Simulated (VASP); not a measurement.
# CdS (Cm) in VASP: notebook, part 2 of 3

VASP 6.6.1.

## (4) Single point, r2SCAN

The input, POSCAR:

```
CdS
1.0
    0.0000000000      2.9100000000      2.9100000000
    2.9100000000      0.0000000000      2.9100000000
    2.9100000000      2.9100000000      0.0000000000
Cd S
1 1
Direct
    0.0000000000      0.0000000000      0.0000000000
    0.7864488032      0.7500000000      0.7500000000
```

The input, INCAR.step1:

```
SYSTEM = CdS
PREC = Accurate
ENCUT = 520
ISMEAR = 0
SIGMA = 0.05
LREAL = .False.
LASPH = .True.
NELM = 100
NBANDS = 16
GGA = PE
ALGO = Normal
EDIFF = 1E-4
LWAVE = .True.
LCHARG = .False.
```

The input, INCAR.step2:

```
SYSTEM = CdS
PREC = Accurate
ENCUT = 520
EDIFF = 1E-6
ISMEAR = 0
SIGMA = 0.05
LREAL = .False.
LASPH = .True.
NELM = 100
ALGO = Normal
ISIF = 2
LWAVE = .False.
LCHARG = .False.
METAGGA = R2SCAN
LMIXTAU = .True.
NBANDS = 16
ISTART = 1
```

The input, KPOINTS:

```
regular mesh
0
Gamma
  8 8 8
  0 0 0
```

Launch:

```console
> cat potpaw_PBE.64/Cd/POTCAR potpaw_PBE.64/S/POTCAR > POTCAR
> cp INCAR.step1 INCAR
> mpirun -np 1 vasp_std > vasp.out
> cp INCAR.step2 INCAR
> mpirun -np 1 vasp_std > vasp.out
```

It took 3.8 min on 1 thread of AMD EPYC 9R45 (Zen 5), shared host; peak memory 0.24 GiB.

Results (log left out):

| Property | Result |
| --- | --- |
| Free energy | -29.6118 eV |
| Pressure | 2.9 GPa |
| Largest force | 0.878 eV/Å |
| Band gap on the k mesh | 1.61 eV |

Forces on the atoms (eV/Å):
```
Cd   0.243  0.597  0.597
S   -0.243 -0.597 -0.597
```

Stress tensor (GPa, compression positive):
```
3.14 2.71 2.71
2.71 2.71 0.76
2.71 0.76 2.71
```

Levels at points of the mesh, in eV from the valence-band top:
```tsv
k point	band 7	band 8	band 9	band 10	band 11	band 12
(0.00, 0.00, 0.00)	-0.09	-0.02	0.00	1.61	7.03	7.07
(0.50, 0.00, 0.00)	-4.27	-0.81	-0.59	3.30	7.12	7.56
(0.00, 0.50, 0.00)	-4.52	-0.98	-0.61	3.47	7.10	7.85
(0.50, 0.50, 0.50)	-4.77	-1.01	-0.78	3.64	7.36	7.80
(0.50, 0.50, 0.00)	-4.02	-1.97	-1.94	3.76	4.77	9.80
(0.00, 0.50, 0.50)	-4.06	-1.99	-1.90	3.78	4.72	9.80
```

Caveat: the cell differs from its parent crystal (all S atoms moved -0.150 Å, as atom 2 towards its neighbour atom 2 (S) at 4.115 Å); the PAW data sets were made with another functional, which shifts forces and pressure a little.

## (5) Single point, r2SCAN

Edit POSCAR of step 4 so:

```diff
@@ -9,2 +9,2 @@
     0.0000000000      0.0000000000      0.0000000000
-    0.7864488032      0.7500000000      0.7500000000
+    0.6862145945      0.7500000000      0.7500000000
```

The input, INCAR.step1:

```
PREC = Accurate
ENCUT = 520
ISMEAR = 0
SIGMA = 0.05
LREAL = F
LASPH = T
NELM = 100
NBANDS = 16
GGA = PE
ALGO = Normal
EDIFF = 1E-4
LWAVE = T
LCHARG = F
```

The input, INCAR.step2:

```
PREC = Accurate
ENCUT = 520
EDIFF = 1E-7
ISMEAR = 0
SIGMA = 0.05
LREAL = F
LASPH = T
NELM = 100
ALGO = Normal
ISIF = 2
LWAVE = F
LCHARG = T
METAGGA = R2SCAN
LMIXTAU = T
LELF = T
LVHAR = T
NBANDS = 16
ISTART = 1
```

The input, KPOINTS:

```
Automatic mesh
0
Gamma
  8 8 8
```

Potentials or basis: VASP PAW PBE potentials, release 64 (Cd, S).

Launch:

```console
> cat potpaw_PBE.64/Cd/POTCAR potpaw_PBE.64/S/POTCAR > POTCAR
> cp INCAR.step1 INCAR
> mpirun -np 1 vasp_std > vasp.out
> cp INCAR.step2 INCAR
> mpirun -np 1 vasp_std > vasp.out
```

OUTCAR:

```text
PREC = Accurate
   ENCUT = 520
   EDIFF = 1E-7
   ISMEAR = 0
   LREAL = F
   LASPH = T
   NELM = 100
   ISIF = 2
   METAGGA = R2SCAN
   ISTART = 1

 ion  position               nearest neighbor table
   1  0.000  0.000  0.000-   2 2.31   2 2.53   2 2.53   2 2.74
   2  0.686  0.750  0.750-   1 2.31   1 2.53   1 2.53   1 2.74

  LATTYP: Found a face centered cubic cell.
 ALAT       =     5.8200000000

  Lattice vectors:

 A1 = (   0.0000000000,   2.9100000000,   2.9100000000)
 A2 = (   2.9100000000,   0.0000000000,   2.9100000000)
 A3 = (   2.9100000000,   2.9100000000,   0.0000000000)

Analysis of symmetry for initial positions (statically):
=====================================================================
 Subroutine PRICEL returns:
 Original cell was already a primitive cell.

 Routine SETGRP: Setting up the symmetry group for a
 face centered cubic supercell.

 Subroutine GETGRP returns: Found  2 space group operations
 (whereof  2 operations were pure point group operations)
 out of a pool of 48 trial point group operations.

The static configuration has the point symmetry C_1h.

Analysis of symmetry for dynamics (positions and initial velocities):
=====================================================================
 Subroutine PRICEL returns:
 Original cell was already a primitive cell.

 Routine SETGRP: Setting up the symmetry group for a
 face centered cubic supercell.

 Subroutine GETGRP returns: Found  2 space group operations
 (whereof  2 operations were pure point group operations)
 out of a pool of 48 trial point group operations.

The dynamic configuration has the point symmetry C_1h.

 Subroutine INISYM returns: Found  2 space group operations
 (whereof  2 operations are pure point group operations),
 and found     1 'primitive' translations

----------------------------------------------------------------------------------------

                                     Primitive cell

  volume of cell :      49.2843

  direct lattice vectors                    reciprocal lattice vectors
     0.000000000  2.910000000  2.910000000    -0.171821306  0.171821306  0.171821306
     2.910000000  0.000000000  2.910000000     0.171821306 -0.171821306  0.171821306
     2.910000000  2.910000000  0.000000000     0.171821306  0.171821306 -0.171821306

  length of vectors
     4.115361467  4.115361467  4.115361467     0.297603232  0.297603232  0.297603232

  position of ions in fractional coordinates (direct lattice)
     0.000000000  0.000000000  0.000000000
     0.686214595  0.750000000  0.750000000

  ion indices of the primitive-cell ions
   primitive index   ion index
                 1           1
                 2           2

----------------------------------------------------------------------------------------

 KPOINTS: Automatic mesh

Automatic generation of k-mesh.
 Grid dimensions read from file:
 generate k-points for:    8    8    8

 Generating k-lattice:

  Cartesian coordinates                     Fractional coordinates (reciprocal lattice)
    -0.021477663  0.021477663  0.021477663     0.125000000  0.000000000  0.000000000
     0.021477663 -0.021477663  0.021477663     0.000000000  0.125000000  0.000000000
     0.021477663  0.021477663 -0.021477663     0.000000000  0.000000000  0.125000000

  Length of vectors
     0.037200404  0.037200404  0.037200404

  Shift w.r.t. Gamma in fractional coordinates (k-lattice)
     0.000000000  0.000000000  0.000000000

 Subroutine IBZKPT returns following result:
 ===========================================

 Found    150 irreducible k-points:

 Following reciprocal coordinates:
            Coordinates               Weight
  0.000000  0.000000  0.000000      1.000000
  0.125000  0.000000  0.000000      2.000000
  0.000000  0.125000  0.000000      4.000000
  0.125000  0.125000  0.125000      2.000000
  0.250000  0.000000  0.000000      2.000000
  0.000000  0.250000  0.000000      4.000000
[... 16 lines left out ...]
  0.375000  0.125000  0.000000      4.000000
  0.000000  0.375000  0.125000      4.000000
 [... further k-points ...]
   k-points           NKPTS =    150   k-points in BZ     NKDIM =    150   number of bands    NBANDS=     16
   number of dos      NEDOS =    301   number of ions     NIONS =      2
   total plane-waves  NPLWV =  32768
   dimension x,y,z NGX =    32 NGY =   32 NGZ =   32
   dimension x,y,z NGXF=    64 NGYF=   64 NGZF=   64
   ions per type =               1   1
   NGX,Y,Z   is equivalent  to a cutoff of  12.93, 12.93, 12.93 a.u.
   NGXF,Y,Z  is equivalent  to a cutoff of  25.85, 25.85, 25.85 a.u.
 SYSTEM =  unknown system
   PREC   = accura    normal or accurate (medium, high low for compatibility)
   ISTART =      1    job   : 0-new  1-cont  2-samecut
   ICHARG =      0    charge: 1-file 2-atom 10-const
   ISPIN  =      1    spin polarized calculation?
   LNONCOLLINEAR =      F non collinear calculations
   LSORBIT =      F    spin-orbit coupling
   LASPH  =      T    aspherical Exc in radial PAW
   ENCUT  =  520.0 eV  38.22 Ry    6.18 a.u.   7.65  7.65  7.65*2*pi/ulx,y,z
   NELM   =    100;   NELMIN=  2; NELMDL=  0     # of ELM steps
   EDIFF  = 0.1E-06   stopping-criterion for ELM
   LREAL  =      F    real-space projection
   EDIFFG = 0.1E-05   stopping-criterion for IOM
   NSW    =      0    number of steps for IOM
   IBRION =     -1    ionic relax: 0-MD 1-quasi-New 2-CG
   NFREE  =      0    steps in history (QN), initial steepest desc. (CG)
   ISIF   =      2    stress and relaxation
   ISYM   =      2    0-nonsym 1-usesym 2-fastsym
   POTIM  = 0.5000    time-step for ionic-motion
   TEBEG  =    0.0;   TEEND  =   0.0 temperature during run
   PSTRESS=    0.0 pullay stress
   NELECT =      18.0000    total number of electrons
   NUPDOWN=      -1.0000    fix difference up-down
   EMIN   =  10.00;   EMAX   =-10.00  energy-range for DOS
   EFERMI =   0.00;   METHOD = LEGACY
   ISMEAR =     0;   SIGMA  =   0.05  broadening in eV -4-tet -1-fermi 0-gaus
   EFERMI_NEDOS =   21; number of points for ismear=-14 and -15
   IALGO  =     38    algorithm
   IMIX   =      4    mixing-type and parameters
     AMIX     =   0.40;   BMIX     =  1.00
     AMIX_MAG =   1.60;   BMIX_MAG =  1.00
  volume/ion in A,a.u.               =      24.64       166.29
  Fermi-wavevector in a.u.,A,eV,Ry     =   1.170207  2.211371 18.631605  1.369384
  Thomas-Fermi vector in A             =   2.306669
   LORBIT       =      0    0 simple, 1 ext, 2 COOP (PROOUT), +10 PAW based schemes
   METAGGA = R2SCAN    functional components
   LHFCALC =     F    Hartree Fock is set to
   AEXX    =    0.0000 exact exchange contribution
   IVDW    =     0    specifies the selected vdW correction
   LEPSILON=     F    determine dielectric tensor
   LRPA    =     F    only Hartree local field effects (RPA)
 non-spin polarized calculation
 Gauss-broadening in eV      SIGMA  =   0.05
  energy-cutoff  :      520.00
  volume of cell :       49.28
 maximum number of plane-waves:      1363
   NGX = 15   NGY = 15   NGZ = 15

 number of electron      18.0000004 magnetization

 Free energy of the ion-electron system (eV)
  ---------------------------------------------------
  ext. energy  EPLUGINS =         0.00000000
  ---------------------------------------------------
  free energy    TOTEN  =       -29.47660347 eV

  energy without entropy =      -29.47660347  energy(sigma->0) =      -29.47660347

 E-fermi :   1.4670     XC(G=0):  -9.7628

 val. band max:        1.1761090982   @ k =   0.0000   0.0000   0.0000
 cond. band min:       2.7841129880   @ k =   0.0000   0.0000   0.0000
 fundamental gap:      1.6080038898
 Fermi energy:         1.4669507940

 k-point     1 :       0.0000    0.0000    0.0000
  band No.  band energies     occupation
      1     -11.9144      2.00000
      2      -7.1388      2.00000
      3      -6.9769      2.00000
      4      -6.7702      2.00000
      5      -6.4464      2.00000
      6      -6.4335      2.00000
[... 8 lines left out ...]
     15      12.9557      0.00000
     16      13.0997      0.00000

 k-point     2 :       0.1250    0.0000    0.0000
  band No.  band energies     occupation
      1     -11.8426      2.00000
      2      -7.0902      2.00000
      3      -6.9326      2.00000
      4      -6.7346      2.00000
      5      -6.4532      2.00000
      6      -6.4404      2.00000
[... 8 lines left out ...]
     15      12.3637      0.00000
     16      13.6145      0.00000
[... 387 lines left out ...]
      5      -6.4342      2.00000
      6      -6.3565      2.00000
[... 8 lines left out ...]
     15      13.7185      0.00000
     16      13.8573      0.00000

 k-point    24 :       0.0000    0.3750    0.1250
  band No.  band energies     occupation
      1     -11.5406      2.00000
      2      -6.9520      2.00000
      3      -6.7987      2.00000
      4      -6.5243      2.00000
      5      -6.4200      2.00000
      6      -6.2789      2.00000
[... 8 lines left out ...]
     15      13.6798      0.00000
     16      13.8441      0.00000

 [... further k-points ...]
[... 5 lines left out ...]
  --------------------------------------------------------------------------------------
  -------------------------------------------------------------------------------------
  Total        1.5450344      1.1105675      1.1105675     -1.5511816      0.7076453     -1.5511806
  in kB       50.2272940     36.1032737     36.1032737    -50.4271323     23.0047349    -50.4271003
  external PRESSURE =      40.8112805 kB  Pullay stress =       0.0000000 kB

 VOLUME and BASIS-vectors are now :
 -----------------------------------------------------------------------------
  energy-cutoff  :      520.00
  volume of cell :       49.28
      direct lattice vectors                 reciprocal lattice vectors
     0.000000000  2.910000000  2.910000000    -0.171821306  0.171821306  0.171821306
     2.910000000  0.000000000  2.910000000     0.171821306 -0.171821306  0.171821306
     2.910000000  2.910000000  0.000000000     0.171821306  0.171821306 -0.171821306

 POSITION                                       TOTAL-FORCE (eV/Angst)
 -----------------------------------------------------------------------------------
      0.00000      0.00000      0.00000         0.762036     -1.119406     -1.119406
      4.36500      4.17938      4.17938        -0.762036      1.119406      1.119406
 -----------------------------------------------------------------------------------
    total drift:                               -0.000073     -0.000283     -0.000283

  FREE ENERGIE OF THE ION-ELECTRON SYSTEM (eV)
  ---------------------------------------------------
  free  energy   TOTEN  =       -29.4766034724 eV

  energy  without entropy=      -29.4766034724  energy(sigma->0) =      -29.47660347
```

It took 3.7 min on 1 thread of AMD EPYC 9R45 (Zen 5), shared host; peak memory 0.24 GiB.

What came out:

| Item | Value |
| --- | --- |
| Free energy | -29.4766 eV |
| Pressure | 4.1 GPa |
| Largest force | 1.757 eV/Å |
| Band gap on the k mesh | 1.61 eV |

Forces in eV/Å, atoms in the order of the input:
```
Cd   0.762 -1.119 -1.119
S   -0.762  1.119  1.119
```

Caveat: the cell differs from its parent crystal (all S atoms moved +0.263 Å, as atom 2 towards its neighbour atom 2 (S) at 4.115 Å); the cell stands under pressure; the PAW data sets were made with another functional, which shifts forces and pressure a little.

(Continued in part 3 of 3.)
